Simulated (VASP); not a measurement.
Set up this calculation in VASP 6.6.1, as the native input.

| Quantity | Value |
| --- | --- |
| Task | single point |
| Functional | PBE |
| Dispersion | D3(BJ) |
| Potentials or basis | VASP PAW PBE potentials, release 64 (Mo_sv, S) |
| Cutoff | 520 eV |
| k mesh | 12 × 12 × 4 |
| Occupations | gaussian, width 0.05 eV |
| Spin | no spin polarisation |
| Dipole correction | no |
| Further INCAR settings | ALGO = Normal; EDIFF = 1e-07; NBANDS = 35 |

The structure of MoS2 lies in POSCAR:

```
MoS2
1.0
    3.1493511256      0.0000000000      0.0000000000
   -1.5746755628      2.7274180802      0.0000000000
    0.0000000000      0.0000000000     12.0907538840
Mo S
2 4
Direct
    0.3333333333      0.6666666667      0.2432978649
    0.6666666667      0.3333333333      0.7567021351
    0.3333333333      0.6666666667      0.6101520902
    0.6666666667      0.3333333333      0.1308290474
    0.3333333333      0.6666666667      0.8691709526
    0.6666666667      0.3333333333      0.3898479098
```

This cell differs from its parent crystal: atoms displaced along a vibrational mode.

The input as run:

INCAR

```
SYSTEM = MoS2
ALGO = Normal ; EDIFF = 1E-7
ENCUT = 520 ; GGA = PE
ISIF = 2 ; ISMEAR = 0
IVDW = 12 ; LASPH = .True.
LCHARG = .True. ; LELF = .True.
LREAL = .False. ; LVHAR = .True.
LWAVE = .False. ; NBANDS = 35
NELM = 100 ; PREC = Accurate
SIGMA = 0.05
```

KPOINTS

```
k-points
0
Gamma
  12 12 4
  0 0 0
```

Potentials or basis: VASP PAW PBE potentials, release 64 (Mo_sv, S).

Run with:

```sh
$ cat potpaw_PBE.64/Mo_sv/POTCAR potpaw_PBE.64/S/POTCAR > POTCAR
$ mpirun -np 1 vasp_std > vasp.out
```

Results of the run:

- Pressure: 3.9 GPa
- Largest force: 6.021 eV/Å
- Band gap on the k mesh: zero (bands 26 and 27 overlap by 0.13 eV)
- Dispersion energy per atom: -0.437 eV

Caveat: the cell differs from its parent crystal (atoms displaced along a vibrational mode); the cell stands under pressure; forces of over 1 eV/Å act on the atoms, so gaps and moduli don't describe the material at rest.

It took 110 s on 1 thread of AMD EPYC 9R45 96-Core Processor (Zen 5), on a shared host, peak memory 0.32 GiB.
